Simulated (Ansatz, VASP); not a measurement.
# One calculation of As, two programs

INCAR

```
  PREC = Accurate
  ENCUT = 520
  EDIFF = 1E-7
  ISMEAR = 0
  SIGMA = 0.15
  LREAL = F
  LASPH = T
  NELM = 100
  ALGO = Normal
  ISIF = 2
  LWAVE = F
  LCHARG = F
  GGA = PS
  NBANDS = 12
```

The input KPOINTS:

```
regular mesh
0
Gamma
  18 18 18
```

Contents of POSCAR:

```
As
1.0
    1.9079456994      1.1015529631      3.3811969000
   -1.9079456994      1.1015529631      3.3811969000
    0.0000000000     -2.2031059263      3.3811969000
As
2
Direct
    0.2275400000      0.2275400000      0.2275400000
    0.7724600000      0.7724600000      0.7724600000
```

Input for Ansatz:

```yaml
crystal:
  lattice:
    - [1.9079456994, 1.1015529631, 3.3811969]
    - [-1.9079456994, 1.1015529631, 3.3811969]
    - [0.0, -2.2031059263, 3.3811969]
  atoms:
    - { symbol: As, position: [0.22754, 0.22754, 0.22754] }
    - { symbol: As, position: [0.77246, 0.77246, 0.77246] }
basis:
  ecutwfc: 420
kpoints:
  mp_grid: { grid: [18, 18, 18] }
hamiltonian:
  xc: pbesol
scf:
  occupations: { method: gaussian, width: 0.15 }
output:
  forces: true
  stress: true
  eigenvalues: true
```

Change from the starting cell: strain +0.015 along x and y, -0.030 along z, atoms carried along.

Alike in both runs: task single point; functional PBEsol; k mesh 18 × 18 × 18; occupations gaussian, width 0.15 eV; no spin polarisation.

|  | VASP | Ansatz |
| --- | --- | --- |
| version | VASP 6.6.1 | Ansatz 0.2.0 |
| potentials or method | VASP PAW PBE potentials, release 64 (As), cutoff 520 eV | scalar-relativistic, plane waves, PAW |
| valence electrons in the cell | 10 | 30 |

|  | VASP | Ansatz | Ansatz less VASP |
| --- | --- | --- | --- |
| gap on the k mesh at the Fermi level (eV) | none | none | - |
| pressure (GPa) | -0.2 | -0.6 | -0.38 |
| traceless stress, the component that is largest in VASP (GPa) | 0.93 | 1.05 | +0.124 |
| rms of the force components (eV/Å) | 0.193 | 0.161 | -0.0324 |

VASP's potentials were made for PBE, not for PBEsol. Atom by atom the forces differ by 0.032 eV/Å (rms over components). A gap of «none» marks a metal or a gap that the smearing closes. VASP's potentials hold 10 valence electrons a cell and Ansatz's 30, so a difference there can come from the potentials and not from the codes.
